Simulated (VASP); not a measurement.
# Ge (Fd-3m) in VASP: further runs

Runs on Ge. Level: PBE. Tasks: single point.

All numbers are computed with VASP 6.6.1; they aren't measurements. Logs are shortened: lines on timing, memory, paths and dates and some standing lists are left out, and cuts for length are marked.

## 1. The cell of the first run

Symmetry: Fd-3m, No. 227, cubic system. The conventional cell has a = 5.583 Å, b = 5.583 Å, c = 5.583 Å, α = 90.00°, β = 90.00°, γ = 90.00°. Ge (site symmetry -43m) has 4 Ge at 2.42 Å within 3.2 Å.

## 2. Single point, PBE (volume scaled by 0.91)

Input file INCAR:

```
ALGO = Normal ; EDIFF = 1E-6
ENCUT = 500 ; GGA = PE
GGA_COMPAT = False ; ISIF = 2
ISMEAR = 0 ; LASPH = True
LCHARG = True ; LELF = True
LREAL = False ; LVHAR = True
LWAVE = False ; NBANDS = 21
NELM = 120 ; PREC = Accurate
SIGMA = 0.1
```

Input file KPOINTS:

```
k-points
0
Gamma
  12 12 12
```

Input file POSCAR:

```
Ge
1.0
    0.0000000000      2.7914088152      2.7914088152
    2.7914088152      0.0000000000      2.7914088152
    2.7914088152      2.7914088152      0.0000000000
Ge
2
Direct
    0.0000000000      0.0000000000      0.0000000000
    0.2500000000      0.2500000000      0.2500000000
```

Potentials or basis: VASP PAW PBE potentials, release 64 (Ge_d).

The run is started by

```sh
$ cat potpaw_PBE.64/Ge_d/POTCAR > POTCAR
$ mpirun -np 1 vasp_std > vasp.out
```

OUTCAR:

```text
EDIFF = 1E-6
   ENCUT = 500
   GGA = PE
   ISIF = 2
   ISMEAR = 0
   LASPH = True
   LREAL = False
   NELM = 120
   PREC = Accurate

 ion  position               nearest neighbor table
   1  0.000  0.000  0.000-   2 2.42   2 2.42   2 2.42   2 2.42
   2  0.250  0.250  0.250-   1 2.42   1 2.42   1 2.42   1 2.42

  LATTYP: Found a face centered cubic cell.
 ALAT       =     5.5828176304

  Lattice vectors:

 A1 = (   0.0000000000,   2.7914088152,   2.7914088152)
 A2 = (   2.7914088152,   0.0000000000,   2.7914088152)
 A3 = (   2.7914088152,   2.7914088152,   0.0000000000)

Analysis of symmetry for initial positions (statically):
=====================================================================
 Subroutine PRICEL returns:
 Original cell was already a primitive cell.

 Routine SETGRP: Setting up the symmetry group for a
 face centered cubic supercell.

 Subroutine GETGRP returns: Found 48 space group operations
 (whereof 24 operations were pure point group operations)
 out of a pool of 48 trial point group operations.

The static configuration has the point symmetry T_d .
 The point group associated with its full space group is O_h .

Analysis of symmetry for dynamics (positions and initial velocities):
=====================================================================
 Subroutine PRICEL returns:
 Original cell was already a primitive cell.

 Routine SETGRP: Setting up the symmetry group for a
 face centered cubic supercell.

 Subroutine GETGRP returns: Found 48 space group operations
 (whereof 24 operations were pure point group operations)
 out of a pool of 48 trial point group operations.

The dynamic configuration has the point symmetry T_d .
 The point group associated with its full space group is O_h .

 Subroutine INISYM returns: Found 48 space group operations
 (whereof 24 operations are pure point group operations),
 and found     1 'primitive' translations

----------------------------------------------------------------------------------------

                                     Primitive cell

  volume of cell :      43.5011

  direct lattice vectors                    reciprocal lattice vectors
     0.000000000  2.791408815  2.791408815    -0.179121022  0.179121022  0.179121022
     2.791408815  0.000000000  2.791408815     0.179121022 -0.179121022  0.179121022
     2.791408815  2.791408815  0.000000000     0.179121022  0.179121022 -0.179121022

[... 73 lines left out ...]
 SYSTEM =  unknown system
   PREC   = accura    normal or accurate (medium, high low for compatibility)
   ISTART =      0    job   : 0-new  1-cont  2-samecut
   ICHARG =      2    charge: 1-file 2-atom 10-const
   ISPIN  =      1    spin polarized calculation?
   LNONCOLLINEAR =      F non collinear calculations
   LSORBIT =      F    spin-orbit coupling
   LASPH  =      T    aspherical Exc in radial PAW
   ENCUT  =  500.0 eV  36.75 Ry    6.06 a.u.   7.20  7.20  7.20*2*pi/ulx,y,z
   NELM   =    120;   NELMIN=  2; NELMDL= -5     # of ELM steps
   EDIFF  = 0.1E-05   stopping-criterion for ELM
   LREAL  =      F    real-space projection
   EDIFFG = 0.1E-04   stopping-criterion for IOM
   NSW    =      0    number of steps for IOM
   IBRION =     -1    ionic relax: 0-MD 1-quasi-New 2-CG
   NFREE  =      0    steps in history (QN), initial steepest desc. (CG)
   ISIF   =      2    stress and relaxation
   ISYM   =      2    0-nonsym 1-usesym 2-fastsym
   POTIM  = 0.5000    time-step for ionic-motion
   TEBEG  =    0.0;   TEEND  =   0.0 temperature during run
   PSTRESS=    0.0 pullay stress
   NELECT =      28.0000    total number of electrons
   NUPDOWN=      -1.0000    fix difference up-down
   EMIN   =  10.00;   EMAX   =-10.00  energy-range for DOS
   EFERMI =   0.00;   METHOD = LEGACY
   ISMEAR =     0;   SIGMA  =   0.10  broadening in eV -4-tet -1-fermi 0-gaus
   EFERMI_NEDOS =   21; number of points for ismear=-14 and -15
   IALGO  =     38    algorithm
   IMIX   =      4    mixing-type and parameters
     AMIX     =   0.40;   BMIX     =  1.00
     AMIX_MAG =   1.60;   BMIX_MAG =  1.00
  volume/ion in A,a.u.               =      21.75       146.78
  Fermi-wavevector in a.u.,A,eV,Ry     =   1.413494  2.671117 27.183980  1.997966
  Thomas-Fermi vector in A             =   2.535134
   LORBIT       =      0    0 simple, 1 ext, 2 COOP (PROOUT), +10 PAW based schemes
   GGA     = PE    functional components
   LHFCALC =     F    Hartree Fock is set to
   AEXX    =    0.0000 exact exchange contribution
   IVDW    =     0    specifies the selected vdW correction
   LEPSILON=     F    determine dielectric tensor
   LRPA    =     F    only Hartree local field effects (RPA)
 non-spin polarized calculation
 Gauss-broadening in eV      SIGMA  =   0.10
  energy-cutoff  :      500.00
  volume of cell :       43.50
 maximum number of plane-waves:      1125
 NGX is ok and might be reduce to    30
   NGX = 15   NGY = 15   NGZ = 15

 number of electron      28.0000022 magnetization

 Free energy of the ion-electron system (eV)
  ---------------------------------------------------
  ext. energy  EPLUGINS =         0.00000000
  ---------------------------------------------------
  free energy    TOTEN  =        -8.95064965 eV

  energy without entropy =       -8.95062714  energy(sigma->0) =       -8.95063840

 E-fermi :   5.5401     XC(G=0): -10.1164

 val. band max:        5.3911737495   @ k =   0.0000   0.0000   0.0000
 cond. band min:       5.7013615848   @ k =   0.5000   0.0000   0.0000
 fundamental gap:      0.3101878353
 Fermi energy:         5.5401137628

 k-point     1 :       0.0000    0.0000    0.0000
  band No.  band energies     occupation
      1     -19.4858      2.00000
      2     -19.4858      2.00000
      3     -19.4858      2.00000
      4     -19.4465      2.00000
      5     -19.4465      2.00000
      6     -19.2134      2.00000
[... 565 lines left out ...]
     20      15.2119      0.00000
     21      15.9089      0.00000

 [... further k-points ...]
[... 5 lines left out ...]
  --------------------------------------------------------------------------------------
  -------------------------------------------------------------------------------------
  Total        1.8534780      1.8534780      1.8534780      0.0000000      0.0000000     -0.0000000
  in kB       68.2649352     68.2649352     68.2649352      0.0000000      0.0000000     -0.0000000
  external PRESSURE =      68.2649352 kB  Pullay stress =       0.0000000 kB

 VOLUME and BASIS-vectors are now :
 -----------------------------------------------------------------------------
  energy-cutoff  :      500.00
  volume of cell :       43.50
      direct lattice vectors                 reciprocal lattice vectors
     0.000000000  2.791408815  2.791408815    -0.179121022  0.179121022  0.179121022
     2.791408815  0.000000000  2.791408815     0.179121022 -0.179121022  0.179121022
     2.791408815  2.791408815  0.000000000     0.179121022  0.179121022 -0.179121022

 POSITION                                       TOTAL-FORCE (eV/Angst)
 -----------------------------------------------------------------------------------
      0.00000      0.00000      0.00000        -0.000000      0.000000      0.000000
      1.39570      1.39570      1.39570         0.000000     -0.000000     -0.000000
 -----------------------------------------------------------------------------------
    total drift:                                0.000000     -0.000000      0.000000

  FREE ENERGIE OF THE ION-ELECTRON SYSTEM (eV)
  ---------------------------------------------------
  free  energy   TOTEN  =        -8.9506496538 eV

  energy  without entropy=       -8.9506271429  energy(sigma->0) =       -8.95063840
```

OSZICAR:

```text
N       E                     dE             d eps       ncg     rms          rms(c)
DAV:   1     0.185576053270E+03    0.18558E+03   -0.14072E+04  3408   0.359E+03
DAV:   2     0.175883508209E+02   -0.16799E+03   -0.16273E+03  3034   0.604E+02
DAV:   3    -0.821269227888E+01   -0.25801E+02   -0.25642E+02  3439   0.141E+02
DAV:   4    -0.903786498899E+01   -0.82517E+00   -0.82480E+00  3394   0.295E+01
DAV:   5    -0.905116380295E+01   -0.13299E-01   -0.13298E-01  3454   0.407E+00    0.338E+00
DAV:   6    -0.898363791100E+01    0.67526E-01   -0.23315E-02  3387   0.137E+00    0.200E+00
DAV:   7    -0.894876457754E+01    0.34873E-01   -0.53595E-02  3525   0.197E+00    0.150E-01
DAV:   8    -0.895050130531E+01   -0.17367E-02   -0.59429E-03  3359   0.876E-01    0.445E-02
DAV:   9    -0.895063684501E+01   -0.13554E-03   -0.20254E-04  3483   0.183E-01    0.154E-02
DAV:  10    -0.895064814510E+01   -0.11300E-04   -0.28372E-05  3555   0.669E-02    0.656E-03
DAV:  11    -0.895064953229E+01   -0.13872E-05   -0.48169E-06  3333   0.333E-02    0.163E-03
DAV:  12    -0.895064965384E+01   -0.12155E-06   -0.15962E-07  2138   0.450E-03
   1 F= -.89506497E+01 E0= -.89506384E+01  d E =-.225110E-04
```

stdout:

```text
POSCAR found type information on POSCAR Ge
 POSCAR found :  1 types and       2 ions
 scaLAPACK will be used
 LDA part: xc-table for (Slater+PW92), standard interpolation
 POSCAR, INCAR and KPOINTS ok, starting setup
 FFT: planning ... GRIDC
 FFT: planning ... GRID_SOFT
 FFT: planning ... GRID
 WAVECAR not read
 entering main loop
```

It took 2.2 min on 1 thread of AMD EPYC 7R13, shared host; peak memory 0.16 GiB.

Results:

```
Free energy            : -8.9506 eV
Pressure               : 6.8 GPa
Band gap on the k mesh : 0.31 eV, indirect (least direct gap 0.41 eV)
```

Levels at points of the mesh, in eV from the valence-band top:
```csv
k point,band 10,band 11,band 12,band 13,band 14,band 15,band 16,band 17,band 18,band 19
"(0.00, 0.00, 0.00)",-24.59,-13.08,0.00,0.00,0.00,0.41,2.57,2.57,2.57,6.52
"(0.50, 0.00, 0.00)",-24.56,-10.89,-7.79,-1.47,-1.47,0.31,3.77,3.77,7.15,10.83
"(0.50, 0.50, 0.00)",-24.54,-9.04,-9.04,-3.22,-3.22,0.70,0.70,9.85,9.85,12.02
```

## 3. Single point, PBE (volume scaled by 0.94)

Input file INCAR:

```
SYSTEM = Ge
PREC     = Accurate       ! precision mode
ENCUT    = 500            ! plane-wave cutoff, eV
EDIFF    = 1E-6           ! SCF threshold, eV
ISMEAR   = 0              ! smearing method
SIGMA    = 0.1            ! smearing width, eV
LREAL    = .False.        ! projectors in reciprocal space
LASPH    = .True.         ! aspherical terms in the spheres
NELM     = 120            ! most SCF steps
ALGO     = Normal         ! electronic algorithm
ISIF     = 2              ! what is computed and relaxed
LWAVE    = .False.        ! write WAVECAR
LCHARG   = .False.        ! write CHGCAR
GGA      = PE             ! functional
NBANDS   = 21             ! bands
GGA_COMPAT= .False.
```

Input file KPOINTS:

```
regular mesh
0
Gamma
  12 12 12
  0 0 0
```

Input file POSCAR:

```
Ge
1.0
    0.0000000000      2.8217525926      2.8217525926
    2.8217525926      0.0000000000      2.8217525926
    2.8217525926      2.8217525926      0.0000000000
Ge
2
Direct
    0.0000000000      0.0000000000      0.0000000000
    0.2500000000      0.2500000000      0.2500000000
```

Potentials or basis: VASP PAW PBE potentials, release 64 (Ge_d).

The run is started by

```sh
$ cat potpaw_PBE.64/Ge_d/POTCAR > POTCAR
$ mpirun -np 1 vasp_std > vasp.out
```

OUTCAR:

```text
SYSTEM = Ge
   PREC = Accurate
   ENCUT = 500
   EDIFF = 1E-6
   ISMEAR = 0
   LREAL = .False.
   LASPH = .True.
   NELM = 120
   ISIF = 2
   GGA = PE

 ion  position               nearest neighbor table
   1  0.000  0.000  0.000-   2 2.44   2 2.44   2 2.44   2 2.44
   2  0.250  0.250  0.250-   1 2.44   1 2.44   1 2.44   1 2.44

  LATTYP: Found a face centered cubic cell.
 ALAT       =     5.6435051852

  Lattice vectors:

 A1 = (   0.0000000000,   2.8217525926,   2.8217525926)
 A2 = (   2.8217525926,   0.0000000000,   2.8217525926)
 A3 = (   2.8217525926,   2.8217525926,   0.0000000000)

Analysis of symmetry for initial positions (statically):
=====================================================================
 Subroutine PRICEL returns:
 Original cell was already a primitive cell.

 Routine SETGRP: Setting up the symmetry group for a
 face centered cubic supercell.

 Subroutine GETGRP returns: Found 48 space group operations
 (whereof 24 operations were pure point group operations)
 out of a pool of 48 trial point group operations.

The static configuration has the point symmetry T_d .
 The point group associated with its full space group is O_h .

Analysis of symmetry for dynamics (positions and initial velocities):
=====================================================================
 Subroutine PRICEL returns:
 Original cell was already a primitive cell.

 Routine SETGRP: Setting up the symmetry group for a
 face centered cubic supercell.

 Subroutine GETGRP returns: Found 48 space group operations
 (whereof 24 operations were pure point group operations)
 out of a pool of 48 trial point group operations.

The dynamic configuration has the point symmetry T_d .
 The point group associated with its full space group is O_h .

 Subroutine INISYM returns: Found 48 space group operations
 (whereof 24 operations are pure point group operations),
 and found     1 'primitive' translations

[... 111 lines left out ...]
   IALGO  =     38    algorithm
   IMIX   =      4    mixing-type and parameters
     AMIX     =   0.40;   BMIX     =  1.00
     AMIX_MAG =   1.60;   BMIX_MAG =  1.00
  volume/ion in A,a.u.               =      22.47       151.62
  Fermi-wavevector in a.u.,A,eV,Ry     =   1.398294  2.642393 26.602476  1.955227
  Thomas-Fermi vector in A             =   2.521466
   LORBIT       =      0    0 simple, 1 ext, 2 COOP (PROOUT), +10 PAW based schemes
   GGA     = PE    functional components
   LHFCALC =     F    Hartree Fock is set to
   AEXX    =    0.0000 exact exchange contribution
   IVDW    =     0    specifies the selected vdW correction
   LEPSILON=     F    determine dielectric tensor
   LRPA    =     F    only Hartree local field effects (RPA)
 non-spin polarized calculation
 Gauss-broadening in eV      SIGMA  =   0.10
  energy-cutoff  :      500.00
  volume of cell :       44.94
 maximum number of plane-waves:      1159
 NGX is ok and might be reduce to    30
   NGX = 15   NGY = 15   NGZ = 15

 number of electron      28.0000028 magnetization

 Free energy of the ion-electron system (eV)
  ---------------------------------------------------
  ext. energy  EPLUGINS =         0.00000000
  ---------------------------------------------------
  free energy    TOTEN  =        -9.00021233 eV

  energy without entropy =       -9.00009497  energy(sigma->0) =       -9.00015365

 E-fermi :   5.1390     XC(G=0):  -9.9610

 val. band max:        5.0662708508   @ k =   0.0000   0.0000   0.0000
 cond. band min:       5.1704575510   @ k =   0.0000   0.0000   0.0000
 fundamental gap:      0.1041867001
 Fermi energy:         5.1390279928

 k-point     1 :       0.0000    0.0000    0.0000
  band No.  band energies     occupation
      1     -19.7601      2.00000
      2     -19.7601      2.00000
      3     -19.7601      2.00000
      4     -19.7232      2.00000
      5     -19.7232      2.00000
      6     -19.5086      2.00000
[... 565 lines left out ...]
     20      14.7744      0.00000
     21      15.4424      0.00000

 [... further k-points ...]

------------------------ aborting loop because EDIFF is reached ----------------------------------------

  FORCE on cell =-STRESS in cart. coord.  units (eV):
  Direction    XX          YY          ZZ          XY          YZ          ZX
  --------------------------------------------------------------------------------------
  -------------------------------------------------------------------------------------
  Total        1.1375085      1.1375085      1.1375085      0.0000000      0.0000000     -0.0000000
  in kB       40.5581785     40.5581785     40.5581785      0.0000000      0.0000000     -0.0000000
  external PRESSURE =      40.5581785 kB  Pullay stress =       0.0000000 kB

 VOLUME and BASIS-vectors are now :
 -----------------------------------------------------------------------------
  energy-cutoff  :      500.00
  volume of cell :       44.94
      direct lattice vectors                 reciprocal lattice vectors
     0.000000000  2.821752593  2.821752593    -0.177194840  0.177194840  0.177194840
     2.821752593  0.000000000  2.821752593     0.177194840 -0.177194840  0.177194840
     2.821752593  2.821752593  0.000000000     0.177194840  0.177194840 -0.177194840

 POSITION                                       TOTAL-FORCE (eV/Angst)
 -----------------------------------------------------------------------------------
      0.00000      0.00000      0.00000         0.000000     -0.000000      0.000000
      1.41088      1.41088      1.41088        -0.000000      0.000000     -0.000000
 -----------------------------------------------------------------------------------
    total drift:                                0.000000     -0.000000      0.000000

  FREE ENERGIE OF THE ION-ELECTRON SYSTEM (eV)
  ---------------------------------------------------
  free  energy   TOTEN  =        -9.0002123310 eV

  energy  without entropy=       -9.0000949684  energy(sigma->0) =       -9.00015365
```

OSZICAR:

```text
N       E                     dE             d eps       ncg     rms          rms(c)
DAV:   1     0.183901880782E+03    0.18390E+03   -0.14215E+04  3363   0.353E+03
DAV:   2     0.174365509447E+02   -0.16647E+03   -0.16137E+03  3034   0.609E+02
DAV:   3    -0.825174882454E+01   -0.25688E+02   -0.25534E+02  3484   0.139E+02
DAV:   4    -0.907642213844E+01   -0.82467E+00   -0.82430E+00  3379   0.294E+01
DAV:   5    -0.908993279886E+01   -0.13511E-01   -0.13510E-01  3439   0.413E+00    0.323E+00
DAV:   6    -0.902976918544E+01    0.60164E-01   -0.21581E-02  3415   0.141E+00    0.192E+00
DAV:   7    -0.899833300774E+01    0.31436E-01   -0.49021E-02  3346   0.195E+00    0.148E-01
DAV:   8    -0.900005192267E+01   -0.17189E-02   -0.60221E-03  3384   0.933E-01    0.433E-02
DAV:   9    -0.900019342632E+01   -0.14150E-03   -0.21503E-04  3470   0.200E-01    0.157E-02
DAV:  10    -0.900021061739E+01   -0.17191E-04   -0.37006E-05  3586   0.700E-02    0.628E-03
DAV:  11    -0.900021228509E+01   -0.16677E-05   -0.57425E-06  3663   0.391E-02    0.161E-03
DAV:  12    -0.900021233103E+01   -0.45932E-07   -0.14845E-07  2082   0.632E-03
   1 F= -.90002123E+01 E0= -.90001536E+01  d E =-.117363E-03
```

Wall time 2 min (1 thread of AMD EPYC 7R13, shared host); peak memory 0.17 GiB.

What came out:

```
Free energy            : -9.0002 eV
Pressure               : 4.1 GPa
Band gap on the k mesh : 0.10 eV, direct
```

 A k mesh can miss the band edges.
